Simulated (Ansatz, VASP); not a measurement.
## TiTc: VASP beside Ansatz

```
Ti Tc
1.0
     3.11000    0.00000    0.00000
     0.00000    3.11000    0.00000
     0.00000    0.00000    3.17220
Ti Tc
1 1
Direct
  0.50000 0.50000 0.50000
  0.00000 0.00000 0.00000
```

Change from the starting cell: zz strain of +2 %, crystal datasets.

Alike in both runs: task electric field gradients; functional PBEsol; k mesh 12 × 12 × 12; occupations fermi-dirac, width 0.08 eV; no spin polarisation.

```csv
,VASP,Ansatz
version,VASP 6.6.1,Ansatz 0.2.0
potentials or method,"VASP PAW PBE potentials, release 64 (Ti_sv, Tc_pv), cutoff 520 eV","all-electron PAW with datasets made for the crystal, scalar-relativistic"
```

VASP gave:

```
pressure (GPa)                                                : -11.8
traceless stress, the component that is largest in VASP (GPa) : -2.63
size of Vzz on the site where it differs most (V/Å²)          : 7.0
```

What did Ansatz give for the same quantities?

Pressure (GPa): -11.6; traceless stress, the component that is largest in VASP (GPa): -2.63; size of Vzz on the site where it differs most (V/Å²): 7.3.

VASP's potentials were made for PBE, not for PBEsol. Ansatz ran all-electron here, and VASP with PAW potentials.
